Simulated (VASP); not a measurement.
# Si (Fd-3m) in VASP: a series of runs, part 3 of 3

VASP 6.6.1.

### 6 Electric field gradients, PBE (volume scaled by 1.03)

File INCAR:

```
PREC = Accurate
ENCUT = 520
EDIFF = 1E-8
ISMEAR = -1
SIGMA = 0.08
LREAL = F
LASPH = T
NELM = 80
ALGO = Normal
ISIF = 2
LWAVE = F
LCHARG = F
GGA = PE
LEFG = T
NBANDS = 11
```

File KPOINTS:

```
regular mesh
0
Gamma
  11 11 11
```

File POSCAR:

```
Si
1.0
    0.0000000000      2.7423575902      2.7423575902
    2.7423575902      0.0000000000      2.7423575902
    2.7423575902      2.7423575902      0.0000000000
Si
2
Direct
    0.5000000000      0.5000000000      0.5000000000
    0.7500000000      0.7500000000      0.7500000000
```

Potentials or basis: VASP PAW PBE potentials, release 64 (Si).

Run with:

```
> cat potpaw_PBE.64/Si/POTCAR > POTCAR
> mpirun -np 1 vasp_std > vasp.out
```

OUTCAR:

```text
PREC = Accurate
   ENCUT = 520
   EDIFF = 1E-8
   ISMEAR = -1
   LREAL = F
   LASPH = T
   NELM = 80
   ISIF = 2
   GGA = PE

 ion  position               nearest neighbor table
   1  0.500  0.500  0.500-   2 2.37   2 2.37   2 2.37   2 2.37
   2  0.750  0.750  0.750-   1 2.37   1 2.37   1 2.37   1 2.37

  LATTYP: Found a face centered cubic cell.
 ALAT       =     5.4847151804

  Lattice vectors:

 A1 = (   0.0000000000,   2.7423575902,   2.7423575902)
 A2 = (   2.7423575902,   0.0000000000,   2.7423575902)
 A3 = (   2.7423575902,   2.7423575902,   0.0000000000)

Analysis of symmetry for initial positions (statically):
=====================================================================
 Subroutine PRICEL returns:
 Original cell was already a primitive cell.

 Routine SETGRP: Setting up the symmetry group for a
 face centered cubic supercell.

 Subroutine GETGRP returns: Found 48 space group operations
 (whereof 24 operations were pure point group operations)
 out of a pool of 48 trial point group operations.

The static configuration has the point symmetry T_d .
 The point group associated with its full space group is O_h .

Analysis of symmetry for dynamics (positions and initial velocities):
=====================================================================
 Subroutine PRICEL returns:
 Original cell was already a primitive cell.

 Routine SETGRP: Setting up the symmetry group for a
 face centered cubic supercell.

 Subroutine GETGRP returns: Found 48 space group operations
 (whereof 24 operations were pure point group operations)
 out of a pool of 48 trial point group operations.
[... 164 lines left out ...]
      6       8.0824      0.00000
      7       8.0824      0.00000
      8       8.5638      0.00000
      9      13.2338      0.00000
     10      13.2338      0.00000
     11      13.3731      0.00000
[... 309 lines left out ...]
 k-point    24 :      -0.1818    0.1818    0.0000
  band No.  band energies     occupation
      1      -5.1323      2.00000
      2       1.4917      2.00000
      3       2.9281      2.00000
      4       4.8577      1.99999
      5       8.4425      0.00000
      6       9.2406      0.00000
      7       9.5243      0.00000
      8      11.0977      0.00000
      9      11.6411      0.00000
     10      15.3267      0.00000
     11      16.0193      0.00000

 [... further k-points ...]
[... 5 lines left out ...]
  --------------------------------------------------------------------------------------
  -------------------------------------------------------------------------------------
  Total       -0.1989501     -0.1989501     -0.1989501      0.0000000      0.0000000     -0.0000000
  in kB       -7.7277414     -7.7277414     -7.7277414      0.0000000      0.0000000     -0.0000000
  external PRESSURE =      -7.7277414 kB  Pullay stress =       0.0000000 kB

 VOLUME and BASIS-vectors are now :
 -----------------------------------------------------------------------------
  energy-cutoff  :      520.00
  volume of cell :       41.25
      direct lattice vectors                 reciprocal lattice vectors
     0.000000000  2.742357590  2.742357590    -0.182324873  0.182324873  0.182324873
     2.742357590  0.000000000  2.742357590     0.182324873 -0.182324873  0.182324873
     2.742357590  2.742357590  0.000000000     0.182324873  0.182324873 -0.182324873

 POSITION                                       TOTAL-FORCE (eV/Angst)
 -----------------------------------------------------------------------------------
      2.74236      2.74236      2.74236        -0.000000      0.000000     -0.000000
      4.11354      4.11354      4.11354         0.000000     -0.000000      0.000000
 -----------------------------------------------------------------------------------
    total drift:                                0.000000     -0.000000     -0.000000

  FREE ENERGIE OF THE ION-ELECTRON SYSTEM (eV)
  ---------------------------------------------------
  free  energy   TOTEN  =       -10.8487816028 eV

  energy  without entropy=      -10.8485443809  energy(sigma->0) =      -10.84866299

 Electric field gradients (V/A^2)
---------------------------------------------------------------------
 ion       V_xx      V_yy      V_zz      V_xy      V_xz      V_yz
---------------------------------------------------------------------
   1      -0.000     0.000     0.000     0.000     0.000     0.000
   2      -0.000     0.000     0.000     0.000     0.000     0.000
---------------------------------------------------------------------

 Electric field gradients after diagonalization (V/A^2)
 (convention: |V_zz| > |V_xx| > |V_yy|)
----------------------------------------------------------------------
 ion       V_xx      V_yy      V_zz     asymmetry (V_yy - V_xx)/ V_zz
----------------------------------------------------------------------
   1      -0.000    -0.000     0.000       0.000
   2      -0.000    -0.000     0.000       0.000
----------------------------------------------------------------------

           NMR quadrupolar parameters

 Cq : quadrupolar parameter    Cq=e*Q*V_zz/h
 eta: asymmetry parameters     (V_yy - V_xx)/ V_zz
 Q  : nuclear electric quadrupole moment in mb (millibarn)
----------------------------------------------------------------------
 ion       Cq(MHz)       eta       Q (mb)
----------------------------------------------------------------------
   1       0.000       0.000       1.000
   2       0.000       0.000       1.000
----------------------------------------------------------------------
```

Wall time 30 s (1 thread of Intel Xeon 6975P-C (Granite Rapids), shared host); peak memory 0.16 GiB.

What came out:

| Item | Value |
| --- | --- |
| Free energy | -10.8488 eV |
| Pressure | -0.8 GPa |
| Band gap on the k mesh | 0.65 eV, indirect (least direct gap 2.55 eV) |

Levels at points of the mesh, in eV from the valence-band top:
| k point | band 1 | band 2 | band 3 | band 4 | band 5 | band 6 | band 7 | band 8 |
| --- | --- | --- | --- | --- | --- | --- | --- | --- |
| (0.00, 0.00, 0.00) | -11.76 | 0.00 | 0.00 | 0.00 | 2.55 | 2.55 | 2.55 | 3.03 |

Caveat: without QUAD_EFG the Cq values of the log hold for a quadrupole moment of 1 mb, not for the nuclei. A k mesh can miss the band edges.

### 7 The runs side by side

```csv
level,cell,gap on the mesh (eV),pressure (GPa)
r2SCAN,"a = 3.840 Å, angles 60.0°, 2 atoms",0.80,0.5
PBE,"a = 3.763 Å, angles 60.0°, 2 atoms",0.47,8.7
PBE,"a = 3.801 Å, angles 60.0°, 2 atoms",0.54,5.1
PBE,"a = 3.840 Å, angles 60.0°, 2 atoms",0.60,1.9
PBE,"a = 3.878 Å, angles 60.0°, 2 atoms",0.65,-0.8
```

Alike in all rows: task electric field gradients; potentials or basis VASP PAW PBE potentials, release 64 (Si); no spin polarisation; k mesh 11 × 11 × 11; cutoff (eV) 520; smearing fermi-dirac 0.08 eV.

Caveats: the PAW data sets were made with another functional, which shifts forces and pressure a little (some runs).

Absolute energies hang on the potentials; compare differences alone.
